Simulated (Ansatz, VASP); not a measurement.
Ru in VASP and in Ansatz

File INCAR:

```
SYSTEM = Ru
  PREC = Accurate
  ENCUT = 520
  EDIFF = 1E-7
  ISMEAR = -1
  SIGMA = 0.1
  LREAL = .FALSE.
  LASPH = .TRUE.
  NELM = 100
  ALGO = Normal
  ISIF = 2
  LWAVE = .FALSE.
  LCHARG = .FALSE.
  GGA = CA
  NBANDS = 21
```

The input KPOINTS:

```
Automatic mesh
0
G
  11 11 11
  0 0 0
```

The input POSCAR:

```
Ru
1.0
    0.0000000000      2.7133278852      2.7133278852
    2.7133278852      0.0000000000      2.7133278852
    2.7133278852      2.7133278852      0.0000000000
Ru
2
Direct
    0.1250000000      0.1250000000      0.1250000000
    0.8750000000      0.8750000000      0.8750000000
```

Input for Ansatz:

```yaml
crystal:
  lattice:
    - [0.0, 2.7133278852, 2.7133278852]
    - [2.7133278852, 0.0, 2.7133278852]
    - [2.7133278852, 2.7133278852, 0.0]
  atoms:
    - { symbol: Ru, position: [0.125, 0.125, 0.125] }
    - { symbol: Ru, position: [0.875, 0.875, 0.875] }
hamiltonian:
  xc: lda
  pseudopotentials:
    kind: paw
    azcp:
      Ru: "pseudopotentials/Ru.paw.azcp"
basis:
  ecutwfc: 420
  fft_grid_basis: typed
kpoints:
  mp_grid: { grid: [11, 11, 11], shift: [0, 0, 0] }
magnetization:
  spin_polarized: false
scf:
  occupations: { method: fermi_dirac, width: 0.1 }
  lower_state_search: "off"
output:
  stress: true
```

Alike in both runs: task single point; functional LDA; k mesh 11 × 11 × 11; occupations fermi-dirac, width 0.1 eV; no spin polarisation.

|  | VASP | Ansatz |
| --- | --- | --- |
| version | VASP 6.6.1 | Ansatz 0.2.0 |
| potentials or method | VASP PAW LDA potentials, release 64 (Ru_pv), cutoff 520 eV | plane waves (420 eV) with PAW, scalar-relativistic |
| valence electrons in the cell | 28 | 32 |

Ansatz gave:

```
pressure (GPa) : -6.9
```

Which values does VASP return?

Pressure (GPa): -6.2.

Ansatz warns that its potentials were made for another functional, while VASP's fit it. LDA's correlation is that of Perdew and Zunger in VASP and of Perdew and Wang (1992) in Ansatz. VASP's potentials hold 28 valence electrons a cell and Ansatz's 32, so a difference there can come from the potentials and not from the codes.
